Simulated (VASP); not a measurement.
Input of a VASP 6.6.1 run:

INCAR

```
SYSTEM = Fe
PREC = Accurate
ENCUT = 600
EDIFF = 1E-7
ISMEAR = 0
SIGMA = 0.1
LREAL = .FALSE.
LASPH = .TRUE.
NELM = 150
ALGO = Normal
ISIF = 3
LWAVE = .FALSE.
LCHARG = .FALSE.
ISPIN = 2
MAGMOM = 2.44
LORBIT = 11
LMAXMIX = 4
GGA = CA
IBRION = 2
NSW = 70
EDIFFG = -0.005
```

The input KPOINTS:

```
regular mesh
0
G
  20 20 20
  0 0 0
```

The input POSCAR:

```
Fe
1.0
   -1.4157898473      1.4157898473      1.4157898473
    1.4157898473     -1.4157898473      1.4157898473
    1.4157898473      1.4157898473     -1.4157898473
Fe
1
Direct
    0.0000000000      0.0000000000      0.0000000000
```

Potentials or basis: VASP PAW LDA potentials, release 64 (Fe).

Command:

```sh
$ cat potpaw_LDA.64/Fe/POTCAR > POTCAR
$ mpirun -np 1 vasp_std > vasp.out
```

Question: Predict the net moment.

Answer: 1.97 μB per cell.

Question: Predict the band gap on the k mesh.

Answer: Zero (filled and empty bands overlap).

The path:
| step | energy change (eV) | largest force (eV/Å) | pressure (GPa) | volume (Å³) |
| --- | --- | --- | --- | --- |
| 1 | 0.0000 | 0.0000 | -18.71 | 11.35 |
| 2 | 0.0439 | 0.0000 | 34.99 | 9.31 |
| 3 | -0.0622 | 0.0000 | -0.57 | 10.40 |
| 4 | -0.0623 | 0.0000 | -0.12 | 10.38 |
| 5 | -0.0623 | 0.0000 | 0.35 | 10.36 |
| 6 | -0.0623 | 0.0000 | -0.36 | 10.39 |
| 7 | -0.0623 | 0.0000 | -0.01 | 10.38 |

LDA usually gives volumes a few per cent too small. Zero-point motion and thermal expansion aren't in these numbers.
